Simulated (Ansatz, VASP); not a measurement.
Bi: VASP beside Ansatz

```xyz
2
Lattice="2.2925 1.3236 4.0468 -2.2925 1.3236 4.0468 0.0000 -2.6471 4.0468" Properties=species:S:1:pos:R:3 pbc="T T T"
Bi    0.0000    0.0000    2.8373
Bi    0.0000    0.0000    9.3029
```

Alike in both runs: task single point; functional PBE; k mesh 8 × 8 × 8; occupations methfessel-paxton of order 1, width 1 eV; no spin polarisation.

```csv
,VASP,Ansatz
version,VASP 6.6.1,Ansatz 0.2.0
potentials or method,"VASP PAW PBE potentials, release 64 (Bi_d), cutoff 520 eV","plane waves (420 eV) with PAW, scalar-relativistic"
valence electrons in the cell,30,30
```

VASP gave:

- pressure (GPa): -0.3
- traceless stress, the component that is largest in VASP (GPa): 0.13

What did Ansatz give for the same quantities?

Pressure (GPa): -0.2; traceless stress, the component that is largest in VASP (GPa): 0.13.

With one functional, cell and mesh, what is left measures potentials, basis and numerics.

Neither program's run includes spin-orbit coupling.
